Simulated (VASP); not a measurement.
# H3C2 (R-3m) in VASP: notebook, part 2 of 2

VASP 6.6.1.

## 3. Single point, PBE

Input file INCAR:

```
SYSTEM = H3C2
PREC = Accurate ; ENCUT = 520
EDIFF = 1E-6 ; ISMEAR = 0
SIGMA = 0.1 ; LREAL = .FALSE.
LASPH = .TRUE. ; NELM = 80
ALGO = Normal ; ISIF = 2
LWAVE = .FALSE. ; LCHARG = .TRUE.
GGA = PE ; LELF = .TRUE.
LVHAR = .TRUE. ; NBANDS = 14
```

Input file KPOINTS:

```
regular mesh
0
G
  18 18 18
  0 0 0
```

Input file POSCAR:

```
H3C2
1.0
    1.2593842369      0.7271058282      5.8893765537
   -1.2593842369      0.7271058282      5.8893765537
    0.0000000000     -1.4542116564      5.8893765537
H C
3 2
Direct
    0.0000000000      0.0000000000      0.0000000000
    0.2565708530      0.2565708530      0.2565708530
    0.7434291470      0.7434291470      0.7434291470
    0.3757166985      0.3757166985      0.3757166985
    0.6242833015      0.6242833015      0.6242833015
```

Potentials or basis: VASP PAW PBE potentials, release 64 (H, C).

The run is started by

```
cat potpaw_PBE.64/H/POTCAR potpaw_PBE.64/C/POTCAR > POTCAR
mpirun -np 1 vasp_std > vasp.out
```

OUTCAR:

```text
SYSTEM = H3C2
   PREC = Accurate
   ENCUT = 520
   EDIFF = 1E-6
   ISMEAR = 0
   LREAL = .FALSE.
   LASPH = .TRUE.
   NELM = 80
   ISIF = 2
   GGA = PE

 ion  position               nearest neighbor table
   1  0.000  0.000  0.000-
   2  0.257  0.257  0.257-
   3  0.743  0.743  0.743-
   4  0.376  0.376  0.376-
   5  0.624  0.624  0.624-

  LATTYP: Found a trigonal (rhomboedric) cell.
 ALAT       =     6.0662581327
 COS(alpha) =     0.9138005035

  Lattice vectors:

 A1 = (   1.2593842369,   0.7271058282,   5.8893765537)
 A2 = (  -1.2593842369,   0.7271058282,   5.8893765537)
 A3 = (   0.0000000000,  -1.4542116564,   5.8893765537)

Analysis of symmetry for initial positions (statically):
=====================================================================
 Subroutine PRICEL returns:
 Original cell was already a primitive cell.

 Routine SETGRP: Setting up the symmetry group for a
 trigonal (rhombohedral) supercell.

 Subroutine GETGRP returns: Found 12 space group operations
 (whereof 12 operations were pure point group operations)
 out of a pool of 12 trial point group operations.

The static configuration has the point symmetry D_3d.

Analysis of symmetry for dynamics (positions and initial velocities):
=====================================================================
 Subroutine PRICEL returns:
 Original cell was already a primitive cell.

 Routine SETGRP: Setting up the symmetry group for a
 trigonal (rhombohedral) supercell.

 Subroutine GETGRP returns: Found 12 space group operations
 (whereof 12 operations were pure point group operations)
 out of a pool of 12 trial point group operations.

The dynamic configuration has the point symmetry D_3d.

 Subroutine INISYM returns: Found 12 space group operations
 (whereof 12 operations are pure point group operations),
 and found     1 'primitive' translations

----------------------------------------------------------------------------------------

                                     Primitive cell

  volume of cell :      32.3576

  direct lattice vectors                    reciprocal lattice vectors
     1.259384237  0.727105828  5.889376554     0.397019421  0.229219269  0.056599087
    -1.259384237  0.727105828  5.889376554    -0.397019421  0.229219269  0.056599087
     0.000000000 -1.454211656  5.889376554     0.000000000 -0.458438539  0.056599087

  length of vectors
     6.066258133  6.066258133  6.066258133     0.461919203  0.461919203  0.461919203

  position of ions in fractional coordinates (direct lattice)
     0.000000000  0.000000000  0.000000000
     0.256570853  0.256570853  0.256570853
     0.743429147  0.743429147  0.743429147
     0.375716698  0.375716698  0.375716698
     0.624283302  0.624283302  0.624283301

  ion indices of the primitive-cell ions
   primitive index   ion index
                 1           1
                 2           2
                 3           3
                 4           4
                 5           5

----------------------------------------------------------------------------------------

 KPOINTS: regular mesh

Automatic generation of k-mesh.
 Grid dimensions read from file:
 generate k-points for:   18   18   18

 Generating k-lattice:

  Cartesian coordinates                     Fractional coordinates (reciprocal lattice)
     0.022056634  0.012734404  0.003144394     0.055555556  0.000000000 -0.000000000
    -0.022056634  0.012734404  0.003144394     0.000000000  0.055555556 -0.000000000
     0.000000000 -0.025468808  0.003144394    -0.000000000 -0.000000000  0.055555556

  Length of vectors
     0.025662178  0.025662178  0.025662178

  Shift w.r.t. Gamma in fractional coordinates (k-lattice)
     0.000000000  0.000000000  0.000000000

 Subroutine IBZKPT returns following result:
 ===========================================

 Found    580 irreducible k-points:

 Following reciprocal coordinates:
            Coordinates               Weight
  0.000000  0.000000  0.000000      1.000000
  0.055556  0.000000  0.000000      6.000000
  0.111111  0.000000  0.000000      6.000000
  0.166667  0.000000  0.000000      6.000000
  0.222222  0.000000  0.000000      6.000000
  0.277778  0.000000  0.000000      6.000000
[... 16 lines left out ...]
 -0.277778  0.055556  0.000000     12.000000
 -0.222222  0.055556  0.000000     12.000000
 [... further k-points ...]
   k-points           NKPTS =    580   k-points in BZ     NKDIM =    580   number of bands    NBANDS=     14
   number of dos      NEDOS =    301   number of ions     NIONS =      5
   total plane-waves  NPLWV = 110592
   dimension x,y,z NGX =    48 NGY =   48 NGZ =   48
   dimension x,y,z NGXF=    96 NGYF=   96 NGZF=   96
   ions per type =               3   2
   NGX,Y,Z   is equivalent  to a cutoff of  13.15, 13.15, 13.15 a.u.
   NGXF,Y,Z  is equivalent  to a cutoff of  26.31, 26.31, 26.31 a.u.
 SYSTEM =  H3C2
   PREC   = accura    normal or accurate (medium, high low for compatibility)
   ISTART =      0    job   : 0-new  1-cont  2-samecut
   ICHARG =      2    charge: 1-file 2-atom 10-const
   ISPIN  =      1    spin polarized calculation?
   LNONCOLLINEAR =      F non collinear calculations
   LSORBIT =      F    spin-orbit coupling
   LASPH  =      T    aspherical Exc in radial PAW
   ENCUT  =  520.0 eV  38.22 Ry    6.18 a.u.  11.28 11.28 11.28*2*pi/ulx,y,z
   NELM   =     80;   NELMIN=  2; NELMDL= -5     # of ELM steps
   EDIFF  = 0.1E-05   stopping-criterion for ELM
   LREAL  =      F    real-space projection
[... 7 lines left out ...]
   TEBEG  =    0.0;   TEEND  =   0.0 temperature during run
   PSTRESS=    0.0 pullay stress
   NELECT =      11.0000    total number of electrons
   NUPDOWN=      -1.0000    fix difference up-down
   EMIN   =  10.00;   EMAX   =-10.00  energy-range for DOS
   EFERMI =   0.00;   METHOD = LEGACY
   ISMEAR =     0;   SIGMA  =   0.10  broadening in eV -4-tet -1-fermi 0-gaus
   EFERMI_NEDOS =   21; number of points for ismear=-14 and -15
   IALGO  =     38    algorithm
   IMIX   =      4    mixing-type and parameters
     AMIX     =   0.40;   BMIX     =  1.00
     AMIX_MAG =   1.60;   BMIX_MAG =  1.00
  volume/ion in A,a.u.               =       6.47        43.67
  Fermi-wavevector in a.u.,A,eV,Ry     =   1.142563  2.159131 17.761735  1.305451
  Thomas-Fermi vector in A             =   2.279261
   LORBIT       =      0    0 simple, 1 ext, 2 COOP (PROOUT), +10 PAW based schemes
   GGA     = PE    functional components
   LHFCALC =     F    Hartree Fock is set to
   AEXX    =    0.0000 exact exchange contribution
   IVDW    =     0    specifies the selected vdW correction
   LEPSILON=     F    determine dielectric tensor
   LRPA    =     F    only Hartree local field effects (RPA)
 non-spin polarized calculation
 Gauss-broadening in eV      SIGMA  =   0.10
  energy-cutoff  :      520.00
  volume of cell :       32.36
 maximum number of plane-waves:       889
 NGX is ok and might be reduce to    48
   NGX = 23   NGY = 23   NGZ = 23

 number of electron      11.0000000 magnetization

 Free energy of the ion-electron system (eV)
  ---------------------------------------------------
  ext. energy  EPLUGINS =         0.00000000
  ---------------------------------------------------
  free energy    TOTEN  =       -18.04663823 eV

  energy without entropy =      -18.04243400  energy(sigma->0) =      -18.04453612

 E-fermi :   2.5142     XC(G=0):  -9.4842

 val. band max:        2.5132643171   @ k =  -0.3889   0.3889   0.0556
 cond. band min:       2.5708476473   @ k =  -0.3333   0.2778   0.0000
 fundamental gap:      0.0575833302
 Fermi energy:         2.5141656977

 k-point     1 :       0.0000    0.0000    0.0000
  band No.  band energies     occupation
      1     -16.0629      2.00000
      2     -10.0543      2.00000
      3      -4.2491      2.00000
      4       4.9265      0.00000
      5       4.9265      0.00000
      6       5.9250      0.00000
      7       6.7828      0.00000
      8       6.7828      0.00000
      9       7.8109      0.00000
     10      11.4602      0.00000
     11      13.5516      0.00000
     12      14.2750      0.00000
     13      14.8856      0.00000
     14      21.2298      0.00000
[... 377 lines left out ...]
      1     -14.2947      2.00000
      2      -8.3983      2.00000
      3      -2.6540      2.00000
      4      -1.2656      2.00000
      5       2.1409      2.00000
      6       3.2828      0.00000
      7       6.2615      0.00000
      8       6.5805      0.00000
      9       8.2916      0.00000
     10       9.6609      0.00000
     11      11.1813      0.00000
     12      15.3041      0.00000
     13      16.3576      0.00000
     14      20.6371      0.00000

 [... further k-points ...]
[... 5 lines left out ...]
  --------------------------------------------------------------------------------------
  -------------------------------------------------------------------------------------
  Total       -0.0177161     -0.0177161     -0.0273371      0.0000000      0.0000000     -0.0000000
  in kB       -0.8772097     -0.8772097     -1.3535888      0.0000000      0.0000000     -0.0000000
  external PRESSURE =      -1.0360027 kB  Pullay stress =       0.0000000 kB

 VOLUME and BASIS-vectors are now :
 -----------------------------------------------------------------------------
  energy-cutoff  :      520.00
  volume of cell :       32.36
      direct lattice vectors                 reciprocal lattice vectors
     1.259384237  0.727105828  5.889376554     0.397019421  0.229219269  0.056599087
    -1.259384237  0.727105828  5.889376554    -0.397019421  0.229219269  0.056599087
     0.000000000 -1.454211656  5.889376554     0.000000000 -0.458438539  0.056599087

 POSITION                                       TOTAL-FORCE (eV/Angst)
 -----------------------------------------------------------------------------------
      0.00000      0.00000      0.00000        -0.000000      0.000000      0.000000
      0.00000      0.00000      4.53313         0.000000     -0.000000     -0.005481
      0.00000      0.00000     13.13500         0.000000      0.000000      0.005481
      0.00000      0.00000      6.63821         0.000000      0.000000      0.008929
      0.00000      0.00000     11.02992         0.000000     -0.000000     -0.008929
 -----------------------------------------------------------------------------------
    total drift:                               -0.000000     -0.000000      0.000000

  FREE ENERGIE OF THE ION-ELECTRON SYSTEM (eV)
  ---------------------------------------------------
  free  energy   TOTEN  =       -18.0466382330 eV

  energy  without entropy=      -18.0424340021  energy(sigma->0) =      -18.04453612
```

stdout:

```text
POSCAR found type information on POSCAR H C
 POSCAR found :  2 types and       5 ions
 scaLAPACK will be used
 LDA part: xc-table for (Slater+PW92), standard interpolation
 POSCAR, INCAR and KPOINTS ok, starting setup
 FFT: planning ... GRIDC
 FFT: planning ... GRID_SOFT
 FFT: planning ... GRID
 WAVECAR not read
 entering main loop
```

Run time: 7.3 min. Hardware: 1 thread of Intel Xeon 6975P-C (Granite Rapids), shared host; peak memory 0.46 GiB.

Results:

```
Free energy            : -18.0466 eV
Pressure               : -0.1 GPa
Largest force          : 0.009 eV/Å
Band gap on the k mesh : zero (an odd number of electrons rules out a gap without spin polarisation)
```

Forces in eV/Å, atoms in the order of the input:
```
H    0.000  0.000  0.000
H    0.000  0.000 -0.005
H    0.000  0.000  0.005
C    0.000  0.000  0.009
C    0.000  0.000 -0.009
```

Caveat: an odd number of electrons without spin polarisation forces a metal; a magnetic or distorted state may lie lower.

The gap in the log of VASP goes by the Fermi energy; the results here count the filled bands.